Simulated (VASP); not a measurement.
Set up this calculation in VASP 6.6.1, as the native input.

| Item | Value |
| --- | --- |
| Task | single point |
| Functional | PBE |
| Potentials or basis | VASP PAW PBE potentials, release 64 (Gd) |
| Cutoff | 600 eV |
| k mesh | 14 × 14 × 8 |
| Occupations | gaussian, width 0.05 eV |
| Spin | collinear spin, ferromagnetic start |
| Starting moments | [8.24, 8.24] μB |
| Hubbard terms | Gd f U = 6.0 eV |
| Dipole correction | no |
| Further INCAR settings | ALGO = Normal; EDIFF = 1e-06; NBANDS = 29 |

The structure of Gd lies in POSCAR:

```
Gd
1.0
    3.6017892725      0.0000000000      0.0000000000
   -1.8008946363      3.1192410090      0.0000000000
    0.0000000000      0.0000000000      5.7756528385
Gd
2
Direct
    0.3333333333      0.6666666667      0.2500000000
    0.6666666667      0.3333333333      0.7500000000
```

These files were run (other wordings do the same):

INCAR

```
SYSTEM = Gd
PREC = Accurate
ENCUT = 600
EDIFF = 1E-6
ISMEAR = 0
SIGMA = 0.05
LREAL = .FALSE.
LASPH = .TRUE.
NELM = 200
ALGO = Normal
ISIF = 2
LWAVE = .FALSE.
LCHARG = .FALSE.
ISPIN = 2
MAGMOM = 8.24 8.24
LORBIT = 11
LMAXMIX = 6
LDAU = .TRUE.
LDAUTYPE = 2
LDAUL = 3
LDAUU = 6
LDAUJ = 0
LDAUPRINT = 1
GGA = PE
NBANDS = 29
GGA_COMPAT = .FALSE.
```

KPOINTS

```
regular mesh
0
G
  14 14 8
  0 0 0
```

Potentials or basis: VASP PAW PBE potentials, release 64 (Gd).

Run with:

```console
$ cat potpaw_PBE.64/Gd/POTCAR > POTCAR
$ mpirun -np 1 vasp_std > vasp.out
```

It gave:

| Property | Result |
| --- | --- |
| Pressure | 1.8 GPa |
| Net moment | 15.58 μB per cell |
| Site moments | Gd +7.12 μB |
| Valence electrons inside the program's atomic spheres | Gd 15.19 |

Run time: 6.5 min on 1 thread of Intel(R) Xeon(R) 6975P-C (Granite Rapids), on a shared host, peak memory 0.54 GiB.
